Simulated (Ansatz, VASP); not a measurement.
Zn: VASP beside Ansatz

File INCAR:

```
SYSTEM = Zn
  ALGO = Fast
  EDIFF = 1E-6
  ENCUT = 520
  GGA = PE
  ISIF = 2
  ISMEAR = 0
  LASPH = .TRUE.
  LCHARG = .FALSE.
  LREAL = .FALSE.
  LWAVE = .FALSE.
  NBANDS = 12
  NELM = 80
  PREC = Accurate
  SIGMA = 0.15
```

Contents of KPOINTS:

```
k-points
0
G
  22 22 22
  0 0 0
```

POSCAR

```
Zn
1.0
    0.2537512852      1.9886051039      1.9886051039
    1.9886051039      0.2537512852      1.9886051039
    1.9886051039      1.9886051039      0.2537512852
Zn
1
Direct
    0.0000000000      0.0000000000      0.0000000000
```

Input for Ansatz:

```yaml
crystal:
  lattice:
    - [0.2537512852, 1.9886051039, 1.9886051039]
    - [1.9886051039, 0.2537512852, 1.9886051039]
    - [1.9886051039, 1.9886051039, 0.2537512852]
  atoms:
    - { symbol: Zn, position: [0.0, 0.0, 0.0] }
basis:
  ecutwfc: 520.0
kpoints:
  mp_grid: { grid: [22, 22, 22] }
hamiltonian:
  xc: pbe
scf:
  occupations: { method: gaussian, width: 0.15 }
output:
  forces: true
  stress: true
  eigenvalues: true
```

Alike in both runs: task single point; functional PBE; k mesh 22 × 22 × 22; occupations gaussian, width 0.15 eV; no spin polarisation.

|  | VASP | Ansatz |
| --- | --- | --- |
| version | VASP 6.6.1 | Ansatz 0.2.0 |
| potentials or method | VASP PAW PBE potentials, release 64 (Zn), cutoff 520 eV | scalar-relativistic, plane waves, PAW |
| valence electrons in the cell | 12 | 12 |

```tsv
	VASP	Ansatz	Ansatz less VASP
gap on the k mesh at the Fermi level (eV)	none	none	-
pressure (GPa)	23.9	23.6	-0.30
traceless stress, the component that is largest in VASP (GPa)	-4.62	-4.42	+0.200
```

A gap of «none» marks a metal or a gap that the smearing closes. With one functional, cell and mesh, what is left measures potentials, basis and numerics.
